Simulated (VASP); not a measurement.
A run of VASP 6.6.1 is set up as follows.

Contents of INCAR:

```
PREC = Accurate
ENCUT = 520
EDIFF = 1E-7
ISMEAR = 0
SIGMA = 0.1
LREAL = False
LASPH = True
NELM = 60
ALGO = Normal
ISIF = 2
LWAVE = False
LCHARG = False
GGA = PE
NBANDS = 12
```

The input KPOINTS:

```
regular mesh
0
Gamma
  12 12 12
```

Contents of POSCAR:

```
CsH2
1.0
   -2.6461366487      2.6461366487      4.5932045498
    2.6461366487     -2.6461366487      4.5932045498
    2.6461366487      2.6461366487     -4.5932045498
Cs H
1 2
Direct
    0.0000000000      0.0000000000      0.0000000000
    0.5415622403      0.5415622403      0.0000000000
    0.4584377597      0.4584377597      0.0000000000
```

Potentials or basis: VASP PAW PBE potentials, release 64 (Cs_sv, H).

Run with:

```sh
$ cat potpaw_PBE.64/Cs_sv/POTCAR potpaw_PBE.64/H/POTCAR > POTCAR
$ mpirun -np 1 vasp_std > vasp.out
```

Problem. Estimate the band gap on the k mesh.

Solution. Zero (an odd number of electrons rules out a gap without spin polarisation).

Problem. Estimate the pressure.

Solution. 0.0 GPa.

Forces on the atoms (eV/Å):
```
Cs   0.000  0.000  0.000
H    0.000  0.000 -0.005
H    0.000  0.000  0.005
```

Caveat: spin-orbit coupling is left out, which moves the levels of the heavy elements.
